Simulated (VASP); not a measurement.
# As (P-1) in VASP: single point with PBE-based screened hybrid with 25 % exact exchange

Aim: the single point of As with PBE-based screened hybrid with 25 % exact exchange.

Everything below comes from runs of VASP 6.6.1. Logs are shortened: lines on timing, memory, paths and dates and some standing lists are left out, and cuts for length are marked.

### 1 The cell of the first run

The typed cell holds 2 atoms: a = 3.824 Å, b = 3.824 Å, c = 3.824 Å, α = 60.00°, β = 60.00°, γ = 60.00°.

### 2 Single point, PBE-based screened hybrid with 25 % exact exchange

POSCAR reads:

```
As
1.0
   -2.7036817400      0.0000000000     -2.7036817400
    0.0000000000     -2.7036817400     -2.7036817400
   -2.7036817400     -2.7036817400      0.0000000000
As
2
Direct
    0.2763515400      0.2271399200      0.2568997100
    0.7236484600      0.7728600800      0.7431002900
```

INCAR.step1 reads:

```
SYSTEM = As
  PREC = Accurate
  ENCUT = 520
  EDIFF = 1E-5
  ISMEAR = -1
  SIGMA = 0.05
  LREAL = .False.
  LASPH = .True.
  NELM = 60
  ALGO = Normal
  ISIF = 2
  LWAVE = .True.
  LCHARG = .False.
  NBANDS = 12
  GGA = PE
```

INCAR.step2 reads:

```
SYSTEM = As
  PREC = Accurate
  ENCUT = 520
  EDIFF = 1E-6
  ISMEAR = -1
  SIGMA = 0.05
  LREAL = .False.
  LASPH = .True.
  NELM = 60
  ALGO = Normal
  ISIF = 2
  LWAVE = .False.
  LCHARG = .False.
  GGA = PE
  LHFCALC = .True.
  AEXX = 0.25
  HFSCREEN = 0.3
  PRECFOCK = Normal
  NBANDS = 12
  ISTART = 1
```

KPOINTS reads:

```
regular mesh
0
Gamma
  5 5 5
  0 0 0
```

Potentials or basis: VASP PAW PBE potentials, release 64 (As).

Launch:

```
$ cat potpaw_PBE.64/As/POTCAR > POTCAR
$ cp INCAR.step1 INCAR
$ mpirun -np 1 vasp_std > vasp.out
$ cp INCAR.step2 INCAR
$ mpirun -np 1 vasp_std > vasp.out
```

OUTCAR:

```text
SYSTEM = As
   PREC = Accurate
   ENCUT = 520
   EDIFF = 1E-6
   ISMEAR = -1
   LREAL = .False.
   LASPH = .True.
   NELM = 60
   ISIF = 2
   GGA = PE
   LHFCALC = .True.
   AEXX = 0.25
   HFSCREEN = 0.3
   PRECFOCK = Normal
   ISTART = 1

 ion  position               nearest neighbor table
   1  0.276  0.227  0.257-   2 2.53   2 2.62   2 2.69   2 2.73   2 2.80   2 2.88
   2  0.724  0.773  0.743-   1 2.53   1 2.62   1 2.69   1 2.73   1 2.80   1 2.88

  LATTYP: Found a face centered cubic cell.
 ALAT       =     5.4073634800

  Lattice vectors:

 A1 = (  -2.7036817400,   0.0000000000,  -2.7036817400)
 A2 = (   0.0000000000,  -2.7036817400,  -2.7036817400)
 A3 = (  -2.7036817400,  -2.7036817400,   0.0000000000)

Analysis of symmetry for initial positions (statically):
=====================================================================
 Subroutine PRICEL returns:
 Original cell was already a primitive cell.

 Routine SETGRP: Setting up the symmetry group for a
 face centered cubic supercell.

 Subroutine GETGRP returns: Found  2 space group operations
 (whereof  2 operations were pure point group operations)
 out of a pool of 48 trial point group operations.

The static configuration has the point symmetry S_2 .

Analysis of symmetry for dynamics (positions and initial velocities):
=====================================================================
 Subroutine PRICEL returns:
 Original cell was already a primitive cell.

 Routine SETGRP: Setting up the symmetry group for a
 face centered cubic supercell.

 Subroutine GETGRP returns: Found  2 space group operations
 (whereof  2 operations were pure point group operations)
 out of a pool of 48 trial point group operations.

The dynamic configuration has the point symmetry S_2 .

 Subroutine INISYM returns: Found  2 space group operations
 (whereof  2 operations are pure point group operations),
 and found     1 'primitive' translations

----------------------------------------------------------------------------------------

                                     Primitive cell

  volume of cell :      39.5273

  direct lattice vectors                    reciprocal lattice vectors
    -2.703681740  0.000000000 -2.703681740    -0.184933009  0.184933009 -0.184933009
     0.000000000 -2.703681740 -2.703681740     0.184933009 -0.184933009 -0.184933009
    -2.703681740 -2.703681740  0.000000000    -0.184933009 -0.184933009  0.184933009

  length of vectors
     3.823583385  3.823583385  3.823583385     0.320313368  0.320313368  0.320313368
[... 99 lines left out ...]
   IMIX   =      1    mixing-type and parameters
     AMIX     =   0.40;   BMIX     =  1.00
     AMIX_MAG =   1.60;   BMIX_MAG =  1.00
  volume/ion in A,a.u.               =      19.76       133.37
  Fermi-wavevector in a.u.,A,eV,Ry     =   1.035403  1.956627 14.586243  1.072059
  Thomas-Fermi vector in A             =   2.169744
   LORBIT       =      0    0 simple, 1 ext, 2 COOP (PROOUT), +10 PAW based schemes
   GGA     = PE    functional components
   LHFCALC =     T    Hartree Fock is set to
   PRECFOCK=normal    Normal, Fast or Accurate (Low or Medium for compatibility)
   ENCUT4O =  -1.0   cutoff for four orbital integrals eV
   NKREDX  =     1    reduce k-point grid by
   NKREDY  =     1    reduce k-point grid by
   NKREDZ  =     1    reduce k-point grid by
   AEXX    =    0.2500 exact exchange contribution
   HFSCREEN=    0.3000 screening length (either q_TF or 0.3 A-1)
   HFSCREENC=   0.3000 screening length for correlation (either q_TF or 0.3 A-1)
   ENCUTFOCK=  -1.0 apply spherical cutoff to Coloumb kernel
   IVDW    =     0    specifies the selected vdW correction
   LEPSILON=     F    determine dielectric tensor
   LRPA    =     F    only Hartree local field effects (RPA)
 non-spin polarized calculation
  energy-cutoff  :      520.00
  volume of cell :       39.53
 maximum number of plane-waves:      1073
  NGX = 24; NGY = 24; NGZ = 24

 number of electron      10.0000000 magnetization

 Free energy of the ion-electron system (eV)
  ---------------------------------------------------
  ext. energy  EPLUGINS =         0.00000000
  ---------------------------------------------------
  free energy    TOTEN  =       -10.65846735 eV

  energy without entropy =      -10.65618571  energy(sigma->0) =      -10.65732653

 E-fermi :   5.8794     XC(G=0):  -8.7906

 val. band max:        5.7790325179   @ k =  -0.2000   0.2000   0.0000
 cond. band min:       5.9604339089   @ k =   0.4000   0.0000   0.0000
 fundamental gap:      0.1814013910
 Fermi energy:         5.8793901970

 k-point     1 :       0.0000    0.0000    0.0000
  band No.  band energies     occupation
      1     -10.7810      2.00000
      2       0.6590      2.00000
      3       3.5111      2.00000
      4       3.7832      2.00000
      5       3.8352      2.00000
      6       9.8587      0.00000
      7       9.9358      0.00000
      8      10.6015      0.00000
      9      12.1672      0.00000
     10      12.6349      0.00000
     11      12.7146      0.00000
     12      14.8036      0.00000
[... 331 lines left out ...]
 k-point    24 :       0.4000    0.0000    0.2000
  band No.  band energies     occupation
      1      -8.6567      2.00000
      2      -4.0686      2.00000
      3       1.6268      2.00000
      4       2.2640      2.00000
      5       3.1149      2.00000
      6       9.5352      0.00000
      7       9.5865      0.00000
      8      10.4721      0.00000
      9      11.0879      0.00000
     10      17.7001      0.00000
     11      18.0397      0.00000
     12      19.1726      0.00000

 [... further k-points ...]

------------------------ aborting loop because EDIFF is reached ----------------------------------------

  FORCE on cell =-STRESS in cart. coord.  units (eV):
  Direction    XX          YY          ZZ          XY          YZ          ZX
  --------------------------------------------------------------------------------------
  -------------------------------------------------------------------------------------
  Total        0.2455300      0.0338207      0.5036609     -0.4376769     -0.0227636      0.0616665
  in kB        9.9521843      1.3708720     20.4151296    -17.7405656     -0.9226890      2.4995568
  external PRESSURE =      10.5793953 kB  Pullay stress =       0.0000000 kB

 VOLUME and BASIS-vectors are now :
 -----------------------------------------------------------------------------
  energy-cutoff  :      520.00
  volume of cell :       39.53
      direct lattice vectors                 reciprocal lattice vectors
    -2.703681740  0.000000000 -2.703681740    -0.184933009  0.184933009 -0.184933009
     0.000000000 -2.703681740 -2.703681740     0.184933009 -0.184933009 -0.184933009
    -2.703681740 -2.703681740  0.000000000    -0.184933009 -0.184933009  0.184933009

 POSITION                                       TOTAL-FORCE (eV/Angst)
 -----------------------------------------------------------------------------------
     -1.44174     -1.30869     -1.36128        -0.710434      0.588290     -0.105472
     -3.96562     -4.09867     -4.04608         0.710434     -0.588290      0.105472
 -----------------------------------------------------------------------------------
    total drift:                               -0.000000     -0.000000      0.000000

  FREE ENERGIE OF THE ION-ELECTRON SYSTEM (eV)
  ---------------------------------------------------
  free  energy   TOTEN  =       -10.6584673544 eV

  energy  without entropy=      -10.6561857091  energy(sigma->0) =      -10.65732653
```

OSZICAR.step1:

```text
N       E                     dE             d eps       ncg     rms          rms(c)
DAV:   1     0.280083821195E+02    0.28008E+02   -0.42878E+03  1512   0.702E+02
DAV:   2    -0.768497177022E+01   -0.35693E+02   -0.34202E+02  2008   0.112E+02
DAV:   3    -0.920383664265E+01   -0.15189E+01   -0.15083E+01  1912   0.230E+01
DAV:   4    -0.921045686469E+01   -0.66202E-02   -0.66199E-02  1688   0.173E+00
DAV:   5    -0.921047004021E+01   -0.13176E-04   -0.13176E-04  1896   0.844E-02    0.324E+00
DAV:   6    -0.920998059478E+01    0.48945E-03   -0.25351E-03  1680   0.333E-01    0.193E+00
DAV:   7    -0.921047368107E+01   -0.49309E-03   -0.58137E-03  1720   0.526E-01    0.912E-02
DAV:   8    -0.921058778081E+01   -0.11410E-03   -0.47504E-04  1760   0.133E-01    0.190E-02
DAV:   9    -0.921059804330E+01   -0.10262E-04   -0.23543E-05  1792   0.342E-02    0.155E-02
DAV:  10    -0.921059887381E+01   -0.83052E-06   -0.62072E-06  1244   0.156E-02
   1 F= -.92105989E+01 E0= -.92092431E+01  d E =-.271151E-02
```

It took 45 min on 1 thread of Intel Xeon Platinum 8259CL at 2.50GHz (Skylake/Cascade Lake), shared host; peak memory 0.28 GiB.

Results:

```
Free energy   : -10.6585 eV
Pressure      : 1.1 GPa
Largest force : 0.928 eV/Å
```

Forces in eV/Å, atoms in the order of the input:
```
As  -0.710  0.588 -0.105
As   0.710 -0.588  0.105
```

Caveat: the PAW data sets were made with another functional, which shifts forces and pressure a little.
